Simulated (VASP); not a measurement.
A run of VASP 6.6.1 is set up as follows.

File INCAR:

```
SYSTEM = Sn8O16F
PREC     = Accurate       ! precision mode
ENCUT    = 520            ! plane-wave cutoff, eV
EDIFF    = 1E-7           ! SCF threshold, eV
ISMEAR   = -1             ! smearing method
SIGMA    = 0.01           ! smearing width, eV
LREAL    = Auto         
LASPH    = .TRUE.         ! aspherical terms in the spheres
NELM     = 150            ! most SCF steps
ALGO     = Normal         ! electronic algorithm
ISIF     = 2              ! what is computed and relaxed
LWAVE    = .FALSE.        ! write WAVECAR
LCHARG   = .TRUE.         ! write CHGCAR
ISPIN    = 2              ! spin polarisation
MAGMOM   = 0 0 0 0 0 0 0 0 0 0 0 0 0.41 0 0.41 0 0 0 0 0 0 0 0 0 0.32 ! initial moments
LORBIT   = 11             ! projections on sites
NUPDOWN  = 1.0            ! fixed moment
GGA      = PE             ! functional
LELF     = .TRUE.         ! ELF
LVHAR    = .TRUE.       
NBANDS   = 130            ! bands
```

File KPOINTS:

```
Automatic mesh
0
G
  1 1 1
  0 0 0
```

The input POSCAR:

```
Sn8O16F
1.0
    4.8274600300      4.8274600300      0.0000000000
   -4.8274600300      4.8274600300      0.0000000000
    0.0000000000      0.0000000000      6.4759066800
Sn O F
8 16 1
Direct
    0.0001179416      0.5071689112      0.2474625738
    0.4996471406     -0.0072762997      0.2474668828
   -0.0060975744      0.0099890609     -0.0051859374
    0.5058247195      0.4898680027     -0.0051614588
   -0.0002763568      0.5071462331      0.7423781860
    0.5000185577     -0.0072726139      0.7423723380
   -0.0067374868      0.0050478443      0.4947885323
    0.5064957052      0.4948566809      0.4948111479
   -0.0069553016      0.8145489855      0.2459255638
    0.5219741529      0.3008520182      0.2502123912
   -0.0222510555      0.1990459259      0.2501745888
    0.5067293854      0.6853733101      0.2459277719
    0.3018190367     -0.0639903428     -0.0051985382
    0.8146914448      0.4964736647     -0.0049507350
    0.1979083951      0.5641767257     -0.0051892493
    0.6850634141      0.0033709087     -0.0049529407
   -0.0076893379      0.8145962167      0.7437771270
    0.5226794561      0.3008470782      0.7393725551
   -0.0229212445      0.1990467597      0.7393559078
    0.5073569739      0.6853075667      0.7438304092
    0.3032164136      0.0081280769      0.4950771766
    0.8116588029      0.5150475872      0.4947981318
    0.1965475974      0.4917549958      0.4950943371
    0.6880946176     -0.0150906120      0.4948032039
    0.2498345800      0.2501198751     -0.0056999235
```

Potentials or basis: VASP PAW PBE potentials, release 64 (Sn_d, O, F).

Command:

```sh
$ cat potpaw_PBE.64/Sn_d/POTCAR potpaw_PBE.64/O/POTCAR potpaw_PBE.64/F/POTCAR > POTCAR
$ mpirun -np 1 vasp_gam > vasp.out
```

Q: Predict the pressure.

A: 1.9 GPa.

Q: Estimate the largest force.

A: 0.036 eV/Å.

Forces in eV/Å, atoms in the order of the input:
```
Sn  -0.017  0.002 -0.014
Sn   0.016  0.001 -0.013
Sn  -0.016 -0.023 -0.002
Sn   0.015  0.023  0.000
Sn  -0.001 -0.003  0.005
Sn   0.001  0.007  0.003
Sn  -0.007 -0.012  0.007
Sn   0.006  0.015  0.010
O    0.024 -0.007 -0.002
O    0.014 -0.011 -0.008
O   -0.014  0.012 -0.007
O   -0.023  0.003 -0.003
O    0.002 -0.028 -0.001
O   -0.018 -0.002 -0.002
O    0.000  0.025 -0.001
O    0.017  0.001 -0.002
O    0.035 -0.004  0.008
O    0.014 -0.017  0.018
O   -0.013  0.017  0.019
O   -0.035  0.003  0.005
O   -0.027 -0.023  0.001
O   -0.019 -0.011 -0.010
O    0.027  0.022 -0.001
O    0.021  0.011 -0.010
F    0.000  0.001  0.001
```

Caveat: the k points lie up to 0.97 Å⁻¹ apart; the total moment is fixed, so each spin has its own Fermi level.
